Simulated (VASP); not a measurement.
Here is a VASP 6.6.1 calculation.

The input INCAR:

```
PREC     = Accurate       # precision mode
ENCUT    = 520            # plane-wave cutoff, eV
EDIFF    = 1E-6           # SCF threshold, eV
ISMEAR   = -1             # smearing method
SIGMA    = 0.02           # smearing width, eV
LREAL    = False          # projectors in reciprocal space
LASPH    = True           # aspherical terms in the spheres
NELM     = 80             # most SCF steps
ALGO     = Normal         # electronic algorithm
ISIF     = 2              # what is computed and relaxed
LWAVE    = False          # write WAVECAR
LCHARG   = False          # write CHGCAR
GGA      = PE             # functional
NBANDS   = 35             # bands
```

The input KPOINTS:

```
Automatic mesh
0
Gamma
  6 6 6
```

The input POSCAR:

```
MoS2
1.0
   -2.3873172742      2.3873172742      5.1835064156
    2.3873172742     -2.3873172742      5.1835064156
    2.3873172742      2.3873172742     -5.1835064156
Mo S
2 4
Direct
    0.7500000000      0.2500000000      0.5000000000
    0.0000000000      0.0000000000      0.0000000000
    0.5167707280      0.0167707280      0.5000000000
    0.7667707280      0.7667707280      0.0000000000
    0.2332292720      0.2332292720      0.0000000000
    0.9832292720      0.4832292720      0.5000000000
```

Potentials or basis: VASP PAW PBE potentials, release 64 (Mo_sv, S).

Command:

```bash
$ cat potpaw_PBE.64/Mo_sv/POTCAR potpaw_PBE.64/S/POTCAR > POTCAR
$ mpirun -np 1 vasp_std > vasp.out
```

(1) Estimate the pressure.

(2) What does it give for the largest force?

## Answers

(1) 0.0 GPa.

(2) 0.008 eV/Å.
